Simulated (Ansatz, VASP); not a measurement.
# AlGa3P4: VASP beside Ansatz

```xyz
8
Lattice="3.9089 0.0000 -0.0001 0.0000 3.9159 0.0002 0.0014 0.0004 10.9288" Properties=species:S:1:pos:R:3 pbc="T T T"
Al    1.9534    1.9578    5.4628
Ga    3.9111    0.0004    8.1943
Ga    1.9557    1.9582   10.9277
Ga    0.0014    0.0002    2.7322
P     1.9559    0.0003    9.5637
P    -0.0006    1.9582    1.3673
P     1.9560    0.0001    4.1079
P     3.9087    1.9583    6.8238
```

Change from the starting cell: cell x1, atoms moved at random (sigma 0.1 Å) and cell strained at random (1.5 %), then relaxed without symmetry.

Alike in both runs: functional PBE; k mesh 4 × 4 × 2; occupations gaussian, width 0.1 eV; no spin polarisation.

Ansatz relaxed the structure, and its values are those at the end. VASP's run is a single point on that final structure, the one shown.

|  | VASP | Ansatz |
| --- | --- | --- |
| version | VASP 6.6.1 | Ansatz 0.2.0 |
| potentials or method | VASP PAW PBE potentials, release 64 (Al, Ga_d, P), cutoff 520 eV | scalar-relativistic, plane waves, PAW |
| valence electrons in the cell | 62 | 62 |

```tsv
	VASP	Ansatz	Ansatz less VASP
gap on the k mesh at the Fermi level (eV)	1.57	1.57	+0.002
least direct gap on the mesh (eV)	1.62	1.62	+0.002
pressure (GPa)	-0.1	0.0	+0.04
rms of the force components (eV/Å)	0.009	0.008	-0.0003
```
